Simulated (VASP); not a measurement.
A run of VASP 6.6.1:

Contents of INCAR:

```
SYSTEM = CdS
PREC     = Accurate       ! precision mode
ENCUT    = 520            ! plane-wave cutoff, eV
EDIFF    = 1E-6           ! SCF threshold, eV
ISMEAR   = -1             ! smearing method
SIGMA    = 0.05           ! smearing width, eV
LREAL    = .False.        ! projectors in reciprocal space
LASPH    = .True.         ! aspherical terms in the spheres
NELM     = 80             ! most SCF steps
ALGO     = Normal         ! electronic algorithm
ISIF     = 2              ! what is computed and relaxed
LWAVE    = .False.        ! write WAVECAR
LCHARG   = .False.        ! write CHGCAR
GGA      = PS             ! functional
NBANDS   = 16             ! bands
```

The input KPOINTS:

```
Automatic mesh
0
Gamma
  8 8 8
  0 0 0
```

Contents of POSCAR:

```
CdS
1.0
    0.0000000000      2.9737007966      2.9737007966
    2.9737007966      0.0000000000      2.9737007966
    2.9737007966      2.9737007966      0.0000000000
Cd S
1 1
Direct
    0.0000000000      0.0000000000      0.0000000000
    0.7500000000      0.7500000000      0.7500000000
```

Potentials or basis: VASP PAW PBE potentials, release 64 (Cd, S).

The run is started by

```bash
$ cat potpaw_PBE.64/Cd/POTCAR potpaw_PBE.64/S/POTCAR > POTCAR
$ mpirun -np 1 vasp_std > vasp.out
```

Hardware: 1 thread of Intel(R) Xeon(R) Platinum 8259CL CPU @ 2.50GHz (Skylake/Cascade Lake), on a shared host.

Estimate the wall time of this run.

Run time: 16 s on 1 thread of Intel(R) Xeon(R) Platinum 8259CL CPU @ 2.50GHz (Skylake/Cascade Lake) (shared host), peak memory 0.18 GiB. Counts: scf iterations 13, k points 29.
